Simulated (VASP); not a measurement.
# BN (a cell with a defect) in VASP: notebook

Aim: see how the results for BN (a cell with a defect) move with the level of theory and the settings. Levels: HSE06, r2SCAN, PBE. Tasks: single point, relaxation of the atoms.

All numbers are computed with VASP 6.6.1; they aren't measurements. Logs are shortened: lines on timing, memory, paths and dates and some standing lists are left out, and cuts for length are marked.

## 1. The cell of the first run

The cell holds a defect, 34 atoms: a = 7.465 Å, b = 7.465 Å, c = 6.495 Å, α = 90.00°, β = 90.00°, γ = 120.00°.

## 2. Single point, HSE06

POSCAR

```
BN
1.0
    7.4650312844      0.0000000000      0.0000000000
   -3.7325156422      6.4649067324      0.0000000000
    0.0000000000      0.0000000000      6.4954828762
B N
17 17
Direct
    0.1152532431      0.2214421614      0.2507878424
    0.2318966492      0.1027831732      0.7509812465
    0.1149827889      0.5543062846      0.2507973983
    0.2321478233      0.4436471764      0.7504494482
    0.1148322547      0.8877400741      0.2505726830
    0.2129572130      0.7665226263      0.7502999707
    0.4487218058      0.2218104230      0.2508149798
    0.5313557066      0.1055568519      0.7507555811
    0.4487308973      0.5544118099      0.2508323288
    0.4485307752      0.8877959922      0.2508092455
    0.5597550963      0.7844314476      0.7503443813
    0.7817616364      0.2214008804      0.2510959633
    0.8901476257      0.1191149272      0.7510812508
    0.7811494006      0.5543782678      0.2507536369
    0.8722470664      0.4413681141      0.7509210682
    0.7816688183      0.8877860330      0.2508697257
    0.8803988357      0.7795453005      0.7513887324
    0.1236508644      0.2201356253      0.7508200830
    0.2258071972      0.1103844123      0.2504429790
    0.1044232005      0.5463493469      0.7501357842
    0.2258166374      0.4437363737      0.2507497785
    0.1072277426      0.8828942426      0.7507341131
    0.2258055908      0.7770780887      0.2506498664
    0.5591098663      0.1104676519      0.2510757684
    0.4518644717      0.5706843061      0.7493489992
    0.5590121069      0.4436850127      0.2508075103
    0.4363480593      0.8865513441      0.7501932443
    0.5592937885      0.7772778639      0.2508286849
    0.7611234418      0.2199870148      0.7511038109
    0.8926152389      0.1106679289      0.2511571881
    0.7728273424      0.5640202031      0.7524149420
    0.8923805912      0.4437977822      0.2509087770
    0.7814783681      0.9008194045      0.7511551052
    0.8924446910      0.7772220346      0.2505900486
```

INCAR.step1

```
SYSTEM = BN
PREC     = Accurate       ! precision mode
ENCUT    = 520            ! plane-wave cutoff, eV
EDIFF    = 1E-5           ! SCF threshold, eV
ISMEAR   = -1             ! smearing method
SIGMA    = 0.01           ! smearing width, eV
LREAL    = Auto         
LASPH    = .True.         ! aspherical terms in the spheres
NELM     = 120            ! most SCF steps
ALGO     = Normal         ! electronic algorithm
ISIF     = 2              ! what is computed and relaxed
LWAVE    = .True.         ! write WAVECAR
LCHARG   = .False.        ! write CHGCAR
NBANDS   = 91             ! bands
GGA      = PE             ! functional
GGA_COMPAT= .False.      
ISYM     = -1
```

INCAR.step2

```
SYSTEM = BN
PREC     = Accurate       ! precision mode
ENCUT    = 520            ! plane-wave cutoff, eV
EDIFF    = 1E-6           ! SCF threshold, eV
ISMEAR   = -1             ! smearing method
SIGMA    = 0.01           ! smearing width, eV
LREAL    = Auto         
LASPH    = .True.         ! aspherical terms in the spheres
NELM     = 120            ! most SCF steps
ALGO     = Normal         ! electronic algorithm
ISIF     = 2              ! what is computed and relaxed
LWAVE    = .False.        ! write WAVECAR
LCHARG   = .False.        ! write CHGCAR
GGA      = PE             ! functional
LHFCALC  = .True.         ! exact exchange
HFSCREEN = 0.2079         ! screening, 1/A
PRECFOCK = Fast         
NBANDS   = 91             ! bands
ISTART   = 1            
GGA_COMPAT= .False.      
ISYM     = -1
```

KPOINTS

```
explicit points
1
Reciprocal
  0.25000000   0.25000000   0.25000000 1
```

Potentials or basis: VASP PAW PBE potentials, release 64 (B, N).

Command:

```bash
> cat potpaw_PBE.64/B/POTCAR potpaw_PBE.64/N/POTCAR > POTCAR
> cp INCAR.step1 INCAR
> mpirun -np 1 vasp_std > vasp.out
> cp INCAR.step2 INCAR
> mpirun -np 1 vasp_std > vasp.out
```

OUTCAR:

```text
SYSTEM = BN
   PREC = Accurate
   ENCUT = 520
   EDIFF = 1E-6
   ISMEAR = -1
   LREAL = Auto
   LASPH = .True.
   NELM = 120
   ISIF = 2
   GGA = PE
   LHFCALC = .True.
   HFSCREEN = 0.2079
   PRECFOCK = Fast
   ISTART = 1
   ISYM = -1

 ion  position               nearest neighbor table
   1  0.115  0.221  0.251-  19 1.43  21 1.44  30 1.44
   2  0.232  0.103  0.751-  22 1.43  18 1.46
   3  0.115  0.554  0.251-  21 1.43  32 1.44  23 1.44
   4  0.232  0.444  0.750-  25 1.43  18 1.45  20 1.49
   5  0.115  0.888  0.251-  23 1.43  34 1.44  19 1.44
   6  0.213  0.767  0.750-  20 1.42  22 1.44  27 1.45
   7  0.449  0.222  0.251-  24 1.43  26 1.43  19 1.44
   8  0.531  0.106  0.751-  27 1.42  29 1.49
   9  0.449  0.554  0.251-  26 1.43  28 1.44  21 1.44
  10  0.449  0.888  0.251-  28 1.43  24 1.44  23 1.44
  11  0.560  0.784  0.750-  25 1.38  33 1.43  27 1.46
  12  0.782  0.221  0.251-  30 1.43  32 1.44  24 1.44
  13  0.890  0.119  0.751-  33 1.41  29 1.49  18 1.51
  14  0.781  0.554  0.251-  32 1.43  26 1.44  34 1.44
[... 8 lines left out ...]
  23  0.226  0.777  0.251-   5 1.43  10 1.44   3 1.44
  24  0.559  0.110  0.251-   7 1.43  12 1.44  10 1.44
  25  0.452  0.571  0.749-  11 1.38   4 1.43
  26  0.559  0.444  0.251-   9 1.43   7 1.43  14 1.44
  27  0.436  0.887  0.750-   8 1.42   6 1.45  11 1.46
  28  0.559  0.777  0.251-  10 1.43  16 1.44   9 1.44
  29  0.761  0.220  0.751-  15 1.43   8 1.49  13 1.49
  30  0.893  0.111  0.251-  12 1.43   1 1.44  16 1.44
  31  0.773  0.564  0.752-  17 1.39  15 1.44
  32  0.892  0.444  0.251-  14 1.43  12 1.44   3 1.44
  33  0.781  0.901  0.751-  13 1.41  17 1.43  11 1.43
  34  0.892  0.777  0.251-  16 1.43   5 1.44  14 1.44

IMPORTANT INFORMATION: All symmetrisations will be switched off!
NOSYMM: (Re-)initialisation of all symmetry stuff for point group C_1.

----------------------------------------------------------------------------------------

                                     Primitive cell

  volume of cell :     313.4768

  direct lattice vectors                    reciprocal lattice vectors
     7.465031284  0.000000000  0.000000000     0.133957911  0.077340636  0.000000000
    -3.732515642  6.464906732  0.000000000     0.000000000  0.154681273  0.000000000
     0.000000000  0.000000000  6.495482876     0.000000000  0.000000000  0.153953142

  length of vectors
     7.465031284  7.465031284  6.495482876     0.154681273  0.154681273  0.153953142

  position of ions in fractional coordinates (direct lattice)
     0.115253243  0.221442161  0.250787842
     0.231896649  0.102783173  0.750981246
     0.114982789  0.554306285  0.250797398
     0.232147823  0.443647176  0.750449448
     0.114832255  0.887740074  0.250572683
     0.212957213  0.766522626  0.750299971
[... 26 lines left out ...]
     0.781478368  0.900819404  0.751155105
     0.892444691  0.777222035  0.250590049

  ion indices of the primitive-cell ions
   primitive index   ion index
                 1           1
                 2           2
                 3           3
                 4           4
                 5           5
                 6           6
[... 26 lines left out ...]
                33          33
                34          34

----------------------------------------------------------------------------------------

 KPOINTS: explicit points

Read explicit list of k-points.

 Found      1 k-points:

 Following reciprocal coordinates:
            Coordinates               Weight
  0.250000  0.250000  0.250000      1.000000
   k-points           NKPTS =      1   k-points in BZ     NKDIM =      1   number of bands    NBANDS=     91
   number of dos      NEDOS =    301   number of ions     NIONS =     34
   total plane-waves  NPLWV = 150528
   dimension x,y,z NGX =    56 NGY =   56 NGZ =   48
   dimension x,y,z NGXF=   112 NGYF=  112 NGZF=   96
   ions per type =              17  17
   NGX,Y,Z   is equivalent  to a cutoff of  12.47, 12.47, 12.29 a.u.
   NGXF,Y,Z  is equivalent  to a cutoff of  24.94, 24.94, 24.57 a.u.
 SYSTEM =  BN
   PREC   = accura    normal or accurate (medium, high low for compatibility)
   ISTART =      1    job   : 0-new  1-cont  2-samecut
   ICHARG =      0    charge: 1-file 2-atom 10-const
   ISPIN  =      1    spin polarized calculation?
   LNONCOLLINEAR =      F non collinear calculations
   LSORBIT =      F    spin-orbit coupling
   LASPH  =      T    aspherical Exc in radial PAW
   ENCUT  =  520.0 eV  38.22 Ry    6.18 a.u.  13.88 13.88 12.08*2*pi/ulx,y,z
   NELM   =    120;   NELMIN=  2; NELMDL=  0     # of ELM steps
   EDIFF  = 0.1E-05   stopping-criterion for ELM
   LREAL  =      T    real-space projection
   EDIFFG = 0.1E-04   stopping-criterion for IOM
   NSW    =      0    number of steps for IOM
   IBRION =     -1    ionic relax: 0-MD 1-quasi-New 2-CG
   NFREE  =      0    steps in history (QN), initial steepest desc. (CG)
   ISIF   =      2    stress and relaxation
   ISYM   =     -1    0-nonsym 1-usesym 2-fastsym
   POTIM  = 0.5000    time-step for ionic-motion
   TEBEG  =    0.0;   TEEND  =   0.0 temperature during run
   PSTRESS=    0.0 pullay stress
   NELECT =     136.0000    total number of electrons
   NUPDOWN=      -1.0000    fix difference up-down
   EMIN   =  10.00;   EMAX   =-10.00  energy-range for DOS
   EFERMI =   0.00;   METHOD = LEGACY
   ISMEAR =    -1;   SIGMA  =   0.01  broadening in eV -4-tet -1-fermi 0-gaus
   EFERMI_NEDOS =   21; number of points for ismear=-14 and -15
   IALGO  =     38    algorithm
   IMIX   =      1    mixing-type and parameters
     AMIX     =   0.40;   BMIX     =  1.00
     AMIX_MAG =   1.60;   BMIX_MAG =  1.00
  volume/ion in A,a.u.               =       9.22        62.22
  Fermi-wavevector in a.u.,A,eV,Ry     =   1.239327  2.341989 20.897626  1.535932
  Thomas-Fermi vector in A             =   2.373815
   LORBIT       =      0    0 simple, 1 ext, 2 COOP (PROOUT), +10 PAW based schemes
   GGA     = PE    functional components
   LHFCALC =     T    Hartree Fock is set to
   PRECFOCK=fast      Normal, Fast or Accurate (Low or Medium for compatibility)
   ENCUT4O =  -1.0   cutoff for four orbital integrals eV
   NKREDX  =     1    reduce k-point grid by
   NKREDY  =     1    reduce k-point grid by
   NKREDZ  =     1    reduce k-point grid by
   AEXX    =    0.2500 exact exchange contribution
   HFSCREEN=    0.2079 screening length (either q_TF or 0.3 A-1)
   HFSCREENC=   0.2079 screening length for correlation (either q_TF or 0.3 A-1)
   ENCUTFOCK=  -1.0 apply spherical cutoff to Coloumb kernel
   IVDW    =     0    specifies the selected vdW correction
   LEPSILON=     F    determine dielectric tensor
   LRPA    =     F    only Hartree local field effects (RPA)
 non-spin polarized calculation
  energy-cutoff  :      520.00
  volume of cell :      313.48
 maximum number of plane-waves:      8452
 NGX is ok and might be reduce to    56
  NGX = 30; NGY = 30; NGZ = 28

 number of electron     136.0000000 magnetization

 Free energy of the ion-electron system (eV)
  ---------------------------------------------------
  ext. energy  EPLUGINS =         0.00000000
  ---------------------------------------------------
  free energy    TOTEN  =      -337.79407577 eV

  energy without entropy =     -337.79407577  energy(sigma->0) =     -337.79407577

 E-fermi :   1.4611     XC(G=0):  -8.2846

 val. band max:        1.1704043580   @ k =   0.2500   0.2500   0.2500
 cond. band min:       2.8461583567   @ k =   0.2500   0.2500   0.2500
 fundamental gap:      1.6757539987
 Fermi energy:         1.4610539174

 k-point     1 :       0.2500    0.2500    0.2500
  band No.  band energies     occupation
      1     -17.9012      2.00000
      2     -17.6806      2.00000
      3     -17.3901      2.00000
      4     -17.2447      2.00000
      5     -17.1638      2.00000
      6     -16.6404      2.00000
[... 72 lines left out ...]
     79       9.4379      0.00000
     80       9.6181      0.00000
 [bands above 80 left out]

------------------------ aborting loop because EDIFF is reached ----------------------------------------

  FORCE on cell =-STRESS in cart. coord.  units (eV):
  Direction    XX          YY          ZZ          XY          YZ          ZX
  --------------------------------------------------------------------------------------
  -------------------------------------------------------------------------------------
  Total      -25.6545510     11.9104897      3.5083791     -0.7056514     -0.0434119      0.0635166
  in kB     -131.1202181     60.8744238     17.9312995     -3.6065791     -0.2218780      0.3246327
  external PRESSURE =     -17.4381649 kB  Pullay stress =       0.0000000 kB

 VOLUME and BASIS-vectors are now :
 -----------------------------------------------------------------------------
  energy-cutoff  :      520.00
  volume of cell :      313.48
      direct lattice vectors                 reciprocal lattice vectors
     7.465031284  0.000000000  0.000000000     0.133957911  0.077340636  0.000000000
    -3.732515642  6.464906732  0.000000000     0.000000000  0.154681273  0.000000000
     0.000000000  0.000000000  6.495482876     0.000000000  0.000000000  0.153953142

 POSITION                                       TOTAL-FORCE (eV/Angst)
 -----------------------------------------------------------------------------------
      0.03383      1.43160      1.62899         0.017725     -0.016520     -0.000085
      1.34748      0.66448      4.87799         0.164985     -0.082342     -0.003063
     -1.21061      3.58354      1.62905        -0.000810      0.007870      0.000097
      0.07707      2.86814      4.87453        -0.095827     -0.336996     -0.008412
     -2.45628      5.73916      1.62759         0.014566      0.011320     -0.000298
     -1.27133      4.95550      4.87356         0.004280      0.138865      0.001374
[... 26 lines left out ...]
      2.47144      5.82371      4.87912        -0.025822     -0.183953     -0.003087
      3.76113      5.02467      1.62770        -0.006485     -0.000205      0.003126
 -----------------------------------------------------------------------------------
    total drift:                               -0.003984      0.000423     -0.003400

  FREE ENERGIE OF THE ION-ELECTRON SYSTEM (eV)
  ---------------------------------------------------
  free  energy   TOTEN  =      -337.7940757662 eV

  energy  without entropy=     -337.7940757662  energy(sigma->0) =     -337.79407577
```

Run time: 5.6 min. Hardware: 1 thread of Intel Xeon Platinum 8488C (Sapphire Rapids), shared host; peak memory 0.53 GiB.

Results:

- Free energy: -337.7941 eV
- Pressure: -1.7 GPa
- Largest force: 0.350 eV/Å
- Band gap on the k mesh: 1.68 eV

Forces in eV/Å, atoms in the order of the input:
```
B    0.018 -0.017  0.000
B    0.165 -0.082 -0.003
B   -0.001  0.008  0.000
B   -0.096 -0.337 -0.008
B    0.015  0.011  0.000
B    0.004  0.139  0.001
B   -0.003 -0.005 -0.001
B   -0.156 -0.079  0.000
B    0.014 -0.011  0.000
B   -0.010  0.009  0.002
B   -0.032  0.244  0.004
B   -0.014 -0.014 -0.001
B    0.046  0.008 -0.003
B   -0.010 -0.013 -0.001
B    0.080 -0.306  0.005
B    0.003  0.002  0.000
B    0.052  0.246 -0.004
N   -0.163  0.150  0.003
N   -0.006  0.005  0.003
N    0.001  0.088  0.004
N   -0.006  0.010 -0.001
N   -0.121 -0.131  0.003
N   -0.008 -0.007  0.001
N    0.000  0.004 -0.002
N    0.238  0.107  0.013
N    0.000  0.002  0.003
N    0.124 -0.160 -0.003
N   -0.002  0.002 -0.001
N    0.102  0.119  0.003
N   -0.005  0.000 -0.005
N   -0.194  0.185 -0.011
N   -0.002  0.008  0.003
N   -0.026 -0.184 -0.003
N   -0.006  0.000  0.003
```

Caveat: the PAW data sets were made with another functional, which shifts forces and pressure a little.

## 3. Single point, r2SCAN

POSCAR is that of step 2.

INCAR.step1

```
SYSTEM = BN
ALGO = Normal
EDIFF = 1E-5
ENCUT = 580
GGA = PE
GGA_COMPAT = .False.
ISMEAR = -1
ISYM = -1
LASPH = .True.
LCHARG = .False.
LREAL = Auto
LWAVE = .True.
NBANDS = 91
NELM = 120
PREC = Accurate
SIGMA = 0.01
```

INCAR.step2

```
SYSTEM = BN
ALGO = Normal
EDIFF = 1E-6
ENCUT = 580
GGA_COMPAT = .False.
ISIF = 2
ISMEAR = -1
ISTART = 1
ISYM = -1
LASPH = .True.
LCHARG = .False.
LMIXTAU = .True.
LREAL = Auto
LWAVE = .False.
METAGGA = R2SCAN
NBANDS = 91
NELM = 120
PREC = Accurate
SIGMA = 0.01
```

KPOINTS is that of step 2.

Potentials or basis: VASP PAW PBE potentials, release 64 (B, N).

Command:

```bash
> cat potpaw_PBE.64/B/POTCAR potpaw_PBE.64/N/POTCAR > POTCAR
> cp INCAR.step1 INCAR
> mpirun -np 1 vasp_std > vasp.out
> cp INCAR.step2 INCAR
> mpirun -np 1 vasp_std > vasp.out
```

Wall time 6.1 min (1 thread of Intel Xeon Platinum 8488C (Sapphire Rapids), shared host); peak memory 0.48 GiB.

It converged, with:

| Item | Value |
| --- | --- |
| Free energy | -318.5632 eV |
| Pressure | 0.3 GPa |
| Largest force | 0.168 eV/Å |
| Band gap on the k mesh | 0.87 eV |

Forces on the atoms (eV/Å):
```
B    0.015 -0.007  0.001
B   -0.042 -0.051 -0.004
B    0.008 -0.014  0.000
B    0.019 -0.145 -0.006
B    0.007 -0.008 -0.001
B    0.014  0.023  0.001
B    0.006  0.014 -0.001
B    0.038 -0.065  0.000
B    0.025 -0.018 -0.002
B    0.011 -0.009  0.001
B    0.063  0.028  0.002
B   -0.001 -0.006  0.000
B    0.003 -0.091 -0.003
B   -0.008 -0.019 -0.002
B   -0.005 -0.167  0.004
B    0.008 -0.019  0.000
B   -0.070  0.046 -0.001
N   -0.063  0.117  0.002
N   -0.012  0.000  0.003
N   -0.012  0.095  0.001
N   -0.017  0.007  0.000
N    0.023 -0.040  0.004
N   -0.014  0.006  0.001
N   -0.007  0.001 -0.002
N   -0.037  0.104  0.007
N   -0.007 -0.003  0.003
N   -0.015 -0.055 -0.003
N   -0.012  0.016  0.000
N    0.053  0.131  0.003
N   -0.009  0.006 -0.004
N    0.052  0.149 -0.006
N   -0.005  0.008  0.002
N   -0.005 -0.050 -0.003
N   -0.006  0.014  0.002
```

Stress tensor (GPa, compression positive):
```
-9.30 -0.40  0.04
-0.40  9.17 -0.02
 0.04 -0.02  1.18
```

Levels at points of the mesh, in eV from the valence-band top:
```csv
k point,band 66,band 67,band 68,band 69,band 70,band 71
"(0.25, 0.25, 0.25)",-0.18,-0.07,0.00,0.87,4.35,5.38
```

Caveat: the PAW data sets were made with another functional, which shifts forces and pressure a little.

[end of part 1 of 3]
